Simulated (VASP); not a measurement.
Set up this calculation in VASP 6.6.1, as the native input.

| Property | Result |
| --- | --- |
| Task | single point |
| Functional | PBE |
| Potentials or basis | VASP PAW PBE potentials, release 64 (C, O) |
| Cutoff | 520 eV |
| k mesh | 6 × 3 × 1 |
| Occupations | gaussian, width 0.1 eV |
| Spin | no spin polarisation |
| Dipole correction | yes |
| Further INCAR settings | ALGO = Normal; EDIFF = 1e-06; NBANDS = 42 |

The structure of C13O lies in POSCAR:

```
C13O
1.0
    4.9326910638      0.0000000000      0.0000000000
    0.0000000000      8.5222964206      0.0000000000
    0.0000000000      0.0000000000     22.9416054000
C O
13 1
Direct
    0.0000000000      0.0000000000      0.1743557144
    0.5000000000      0.0000000000      0.1743557144
    0.2500000000      0.0000000000      0.2053898385
    0.7500000000      0.0000000000      0.2053898385
    0.2500000000      0.0000000000      0.2674580867
    0.7500000000      0.0000000000      0.2674580867
    0.0000000000      0.0000000000      0.2977124358
    0.5000000000      0.0000000000      0.2977124358
    0.0000000000      0.0000000000      0.3626190224
    0.5000000000      0.0000000000      0.3626190224
    0.2500000000      0.0000000000      0.3897549994
    0.7500000000      0.0000000000      0.3897549994
    0.1250000000      0.8505097761      0.4246261423
    0.1250000000      1.1494902239      0.4246261423
```

One way to write it, as run:

INCAR

```
SYSTEM = C13O
PREC = Accurate
ENCUT = 520
EDIFF = 1E-6
ISMEAR = 0
SIGMA = 0.1
LREAL = .False.
LASPH = .True.
NELM = 80
ALGO = Normal
ISIF = 2
LWAVE = .False.
LCHARG = .False.
LDIPOL = .True.
IDIPOL = 3
DIPOL = 0.5 0.5 0.303
GGA = PE
NBANDS = 42
```

KPOINTS

```
regular mesh
0
Gamma
  6 3 1
  0 0 0
```

Potentials or basis: VASP PAW PBE potentials, release 64 (C, O).

Launch:

```console
$ cat potpaw_PBE.64/C/POTCAR potpaw_PBE.64/O/POTCAR > POTCAR
$ mpirun -np 1 vasp_std > vasp.out
```

Results of the run:

```yaml
Largest_force: 7.079 eV/Å
Band_gap_on_the_k_mesh: 0.04 eV
```

Wall time 25 min on 1 thread of Intel(R) Xeon(R) Platinum 8488C (Sapphire Rapids), on a shared host, peak memory 0.99 GiB.
